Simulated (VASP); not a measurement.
# SiRu4 in VASP: a series of runs

The runs below take SiRu4 through single point, with PBE.

All numbers are computed with VASP 6.6.1; they aren't measurements. Logs are shortened: lines on timing, memory, paths and dates and some standing lists are left out, and cuts for length are marked.

## (1) The cell of the first run

The cell holds a slab with vacuum, 5 atoms: a = 2.720 Å, b = 2.720 Å, c = 21.866 Å, α = 90.00°, β = 90.00°, γ = 120.00°.

## (2) Single point, PBE

The input, INCAR:

```
SYSTEM = SiRu4
  ALGO = Normal
  DIPOL = 0.5 0.5 0.380
  EDIFF = 1E-7
  ENCUT = 520
  GGA = PE
  IDIPOL = 3
  ISIF = 2
  ISMEAR = 0
  LASPH = .True.
  LCHARG = .False.
  LDIPOL = .True.
  LREAL = .False.
  LWAVE = .False.
  NBANDS = 38
  NELM = 80
  PREC = Accurate
  SIGMA = 0.1
```

The input, KPOINTS:

```
k-points
0
Gamma
  12 12 1
  0 0 0
```

The input, POSCAR:

```
SiRu4
1.0
    2.7197977464      0.0000000000      0.0000000000
   -1.3598988732      2.3554139415      0.0000000000
    0.0000000000      0.0000000000     21.8663388848
Ru Si
4 1
Direct
    0.6666666667      0.3333333333      0.1829295714
    0.3333333333      0.6666666667      0.2811778375
    0.6666666667      0.3333333333      0.3790816284
    0.3333333333      0.6666666667      0.4740774823
    0.3333333333      0.6666666667      0.5849264000
```

Potentials or basis: VASP PAW PBE potentials, release 64 (Ru_pv, Si).

The run is started by

```console
$ cat potpaw_PBE.64/Ru_pv/POTCAR potpaw_PBE.64/Si/POTCAR > POTCAR
$ mpirun -np 1 vasp_std > vasp.out
```

OUTCAR:

```text
SYSTEM = SiRu4
   EDIFF = 1E-7
   ENCUT = 520
   GGA = PE
   ISIF = 2
   ISMEAR = 0
   LASPH = .True.
   LREAL = .False.
   NELM = 80
   PREC = Accurate

 ion  position               nearest neighbor table
   1  0.667  0.333  0.183-   2 2.66   2 2.66   2 2.66
   2  0.333  0.667  0.281-   3 2.65   3 2.65   3 2.65   1 2.66   1 2.66   1 2.66
   3  0.667  0.333  0.379-   4 2.60   4 2.60   4 2.60   2 2.65   2 2.65   2 2.65
   4  0.333  0.667  0.474-   5 2.42   3 2.60   3 2.60   3 2.60
   5  0.333  0.667  0.585-   4 2.42

  LATTYP: Found a hexagonal cell.
 ALAT       =     2.7197977464
 C/A-ratio  =     8.0396929933

  Lattice vectors:

 A1 = (   2.7197977464,   0.0000000000,   0.0000000000)
 A2 = (  -1.3598988732,   2.3554139415,   0.0000000000)
 A3 = (   0.0000000000,   0.0000000000,  21.8663388848)

Analysis of symmetry for initial positions (statically):
=====================================================================
 Subroutine PRICEL returns:
 Original cell was already a primitive cell.

 Routine SETGRP: Setting up the symmetry group for a
 hexagonal supercell.

 Subroutine GETGRP returns: Found  6 space group operations
 (whereof  6 operations were pure point group operations)
 out of a pool of 24 trial point group operations.

The static configuration has the point symmetry C_3v.

Analysis of symmetry for dynamics (positions and initial velocities):
=====================================================================
 Subroutine PRICEL returns:
 Original cell was already a primitive cell.

 Routine SETGRP: Setting up the symmetry group for a
 hexagonal supercell.

 Subroutine GETGRP returns: Found  6 space group operations
 (whereof  6 operations were pure point group operations)
 out of a pool of 24 trial point group operations.

The dynamic configuration has the point symmetry C_3v.

 Subroutine INISYM returns: Found  6 space group operations
 (whereof  6 operations are pure point group operations),
 and found     1 'primitive' translations

----------------------------------------------------------------------------------------

                                     Primitive cell

  volume of cell :     140.0812

  direct lattice vectors                    reciprocal lattice vectors
     2.719797746  0.000000000  0.000000000     0.367674398  0.212276913  0.000000000
[... 92 lines left out ...]
   ISIF   =      2    stress and relaxation
   ISYM   =      2    0-nonsym 1-usesym 2-fastsym
   POTIM  = 0.5000    time-step for ionic-motion
   TEBEG  =    0.0;   TEEND  =   0.0 temperature during run
   PSTRESS=    0.0 pullay stress
   NELECT =      60.0000    total number of electrons
   NUPDOWN=      -1.0000    fix difference up-down
   EMIN   =  10.00;   EMAX   =-10.00  energy-range for DOS
   EFERMI =   0.00;   METHOD = LEGACY
   ISMEAR =     0;   SIGMA  =   0.10  broadening in eV -4-tet -1-fermi 0-gaus
   EFERMI_NEDOS =   21; number of points for ismear=-14 and -15
   IALGO  =     38    algorithm
   IMIX   =      4    mixing-type and parameters
     AMIX     =   0.40;   BMIX     =  1.00
     AMIX_MAG =   1.60;   BMIX_MAG =  1.00
  volume/ion in A,a.u.               =      28.02       189.06
  Fermi-wavevector in a.u.,A,eV,Ry     =   1.234048  2.332012 20.719954  1.522874
  Thomas-Fermi vector in A             =   2.368753
   LORBIT       =      0    0 simple, 1 ext, 2 COOP (PROOUT), +10 PAW based schemes
   GGA     = PE    functional components
   LHFCALC =     F    Hartree Fock is set to
   AEXX    =    0.0000 exact exchange contribution
   IVDW    =     0    specifies the selected vdW correction
   LEPSILON=     F    determine dielectric tensor
   LRPA    =     F    only Hartree local field effects (RPA)
 non-spin polarized calculation
 Gauss-broadening in eV      SIGMA  =   0.10
  energy-cutoff  :      520.00
  volume of cell :      140.08
 maximum number of plane-waves:      3813
   NGX = 11   NGY = 11   NGZ = 81

 dipolmoment           0.000000      0.000000      0.063455 electrons x Angstroem

 number of electron      60.0000020 magnetization

 dipolmoment           0.000000      0.000000     -0.024520 electrons x Angstroem

 Free energy of the ion-electron system (eV)
  ---------------------------------------------------
  ext. energy  EPLUGINS =         0.00000000
  ---------------------------------------------------
  free energy    TOTEN  =       -40.36870426 eV

  energy without entropy =      -40.34527821  energy(sigma->0) =      -40.35699124

 E-fermi :   3.6242     XC(G=0):  -7.5752

 val. band max:        3.6156777676   @ k =   0.4167   0.0000   0.0000
 cond. band min:       3.6428445109   @ k =   0.0833   0.0833   0.0000
 fundamental gap:      0.0271667433
 Fermi energy:         3.6241515882

 k-point     1 :       0.0000    0.0000    0.0000
  band No.  band energies     occupation
      1     -39.9447      2.00000
      2     -39.5236      2.00000
      3     -39.1815      2.00000
      4     -39.1815      2.00000
      5     -39.0898      2.00000
      6     -39.0898      2.00000
[... 768 lines left out ...]
     37      10.2908      0.00000
     38      10.3513      0.00000

------------------------ aborting loop because EDIFF is reached ----------------------------------------

 vacuum level on the upper side and lower side of the slab       (xc-potential included)        -0.476         0.178

  FORCE on cell =-STRESS in cart. coord.  units (eV):
  Direction    XX          YY          ZZ          XY          YZ          ZX
  --------------------------------------------------------------------------------------
  -------------------------------------------------------------------------------------
  Total       -3.0792153     -3.0792153     -0.5814706      0.0000000      0.0000000      0.0000000
  in kB      -35.2184889    -35.2184889     -6.6505630      0.0000000      0.0000000      0.0000000
  external PRESSURE =     -25.6958469 kB  Pullay stress =       0.0000000 kB

 VOLUME and BASIS-vectors are now :
 -----------------------------------------------------------------------------
  energy-cutoff  :      520.00
  volume of cell :      140.08
      direct lattice vectors                 reciprocal lattice vectors
     2.719797746  0.000000000  0.000000000     0.367674398  0.212276913  0.000000000
    -1.359898873  2.355413942  0.000000000     0.000000000  0.424553826  0.000000000
     0.000000000  0.000000000 21.866338885     0.000000000  0.000000000  0.045732393

 POSITION                                       TOTAL-FORCE (eV/Angst)
 -----------------------------------------------------------------------------------
      1.35990      0.78514      4.00000        -0.000000     -0.000000      0.520271
     -0.00000      1.57028      6.14833        -0.000000     -0.000000     -0.384869
      1.35990      0.78514      8.28913         0.000000     -0.000000     -0.553993
     -0.00000      1.57028     10.36634         0.000000      0.000000      0.415684
     -0.00000      1.57028     12.79020        -0.000000     -0.000000      0.002907
 -----------------------------------------------------------------------------------
    total drift:                               -0.000000     -0.000000      0.000906

  FREE ENERGIE OF THE ION-ELECTRON SYSTEM (eV)
  ---------------------------------------------------
  free  energy   TOTEN  =       -40.3687042645 eV

  energy  without entropy=      -40.3452782107  energy(sigma->0) =      -40.35699124

 vacuum level on the upper side and lower side of the slab         7.889         8.561
```

Wall time 5.5 min (1 thread of Intel Xeon 8259CL, shared host); peak memory 0.29 GiB.

What came out:

| Item | Value |
| --- | --- |
| Free energy | -40.3687 eV |
| Largest force | 0.554 eV/Å |
| Band gap on the k mesh | zero (bands 30 and 31 overlap by 2.22 eV) |

Forces on the atoms (eV/Å):
```
Ru   0.000  0.000  0.520
Ru   0.000  0.000 -0.385
Ru   0.000  0.000 -0.554
Ru   0.000  0.000  0.416
Si   0.000  0.000  0.003
```

## (3) Single point, PBE

The input, INCAR:

```
  PREC = Accurate
  ENCUT = 520
  EDIFF = 1E-7
  ISMEAR = 0
  SIGMA = 0.1
  LREAL = F
  LASPH = T
  NELM = 60
  ALGO = Normal
  ISIF = 2
  LWAVE = F
  LCHARG = F
  LDIPOL = T
  IDIPOL = 3
  DIPOL = 0.5 0.5 0.377
  GGA = PE
  NBANDS = 38
```

The input, KPOINTS:

```
Automatic mesh
0
Gamma
  12 12 1
```

POSCAR: that of step 2 with these lines changed.

```diff
@@ -12,2 +12,2 @@
     0.3333333333      0.6666666667      0.4740774823
-    0.3333333333      0.6666666667      0.5849264000
+    0.6666666667      1.3333333333      0.5671378516
```

Potentials or basis: VASP PAW PBE potentials, release 64 (Ru_pv, Si).

The run is started by

```console
$ cat potpaw_PBE.64/Ru_pv/POTCAR potpaw_PBE.64/Si/POTCAR > POTCAR
$ mpirun -np 1 vasp_std > vasp.out
```

It took 5.5 min on 1 thread of Intel Xeon 8259CL, shared host; peak memory 0.28 GiB.

It converged, with:

```
Free energy            : -40.9112 eV
Largest force          : 1.019 eV/Å
Band gap on the k mesh : zero (bands 30 and 31 overlap by 2.15 eV)
```

Forces on the atoms (eV/Å):
```
Ru   0.000  0.000  0.746
Ru   0.000  0.000 -0.609
Ru   0.000  0.000 -1.019
Ru   0.000  0.000  0.873
Si   0.000  0.000  0.008
```

Levels at points of the mesh, in eV from the Fermi level:
| k point | band 26 | band 27 | band 28 | band 29 | band 30 | band 31 | band 32 | band 33 | band 34 | band 35 |
| --- | --- | --- | --- | --- | --- | --- | --- | --- | --- | --- |
| (0.00, 0.00, 0.00) | -2.25 | -1.90 | -1.90 | -0.94 | -0.94 | -0.85 | 0.01 | 0.01 | 0.85 | 0.85 |
| (0.50, 0.00, 0.00) | -0.77 | -0.10 | -0.03 | 1.14 | 1.20 | 1.40 | 1.59 | 1.77 | 1.79 | 2.01 |

## (4) Single point, PBE

The input, INCAR:

```
SYSTEM = SiRu4
ALGO = Normal
DIPOL = 0.5 0.5 0.377
EDIFF = 1E-6
ENCUT = 520
GGA = PE
IDIPOL = 3
ISIF = 2
ISMEAR = 0
LASPH = .True.
LCHARG = .False.
LDIPOL = .True.
LREAL = .False.
LWAVE = .False.
NBANDS = 38
NELM = 60
PREC = Accurate
SIGMA = 0.1
```

The input, KPOINTS:

```
k-points
0
Gamma
  12 12 1
  0 0 0
```

POSCAR: that of step 3 with these lines changed.

```diff
@@ -12,2 +12,2 @@
     0.3333333333      0.6666666667      0.4740774823
-    0.6666666667      1.3333333333      0.5671378516
+    1.0000000000      1.0000000000      0.5676616287
```

The run is started by

```console
$ cat potpaw_PBE.64/Ru_pv/POTCAR potpaw_PBE.64/Si/POTCAR > POTCAR
$ mpirun -np 1 vasp_std > vasp.out
```

Wall time 4.8 min (1 thread of Intel Xeon 8259CL, shared host); peak memory 0.29 GiB.

The run converged. Its results:

| Property | Result |
| --- | --- |
| Free energy | -40.8779 eV |
| Largest force | 1.018 eV/Å |
| Band gap on the k mesh | zero (bands 30 and 31 overlap by 2.18 eV) |

Forces on the atoms (eV/Å):
```
Ru   0.000  0.000  0.755
Ru   0.000  0.000 -0.616
Ru   0.000  0.000 -1.018
Ru   0.000  0.000  0.890
Si   0.000  0.000 -0.010
```

Levels at points of the mesh, in eV from the Fermi level:
| k point | band 27 | band 28 | band 29 | band 30 | band 31 | band 32 | band 33 | band 34 |
| --- | --- | --- | --- | --- | --- | --- | --- | --- |
| (0.00, 0.00, 0.00) | -1.91 | -1.91 | -0.92 | -0.92 | -0.88 | 0.02 | 0.02 | 0.81 |
| (0.50, 0.00, 0.00) | -0.11 | -0.03 | 1.05 | 1.22 | 1.39 | 1.57 | 1.73 | 1.88 |

## (5) Summary

```tsv
cell	gap on the mesh (eV)	largest force (eV/Å)
as given, atomic positions A	none	0.55
as given, atomic positions B	none	1.02
as given, atomic positions C	none	1.02
```

Alike in all rows: task single point; level PBE; potentials or basis VASP PAW PBE potentials, release 64 (Ru_pv, Si); no spin polarisation; k mesh 12 × 12 × 1; cutoff (eV) 520; smearing gaussian 0.1 eV.

Total energies depend on the potentials used, so only differences within one code and one set of settings carry meaning.
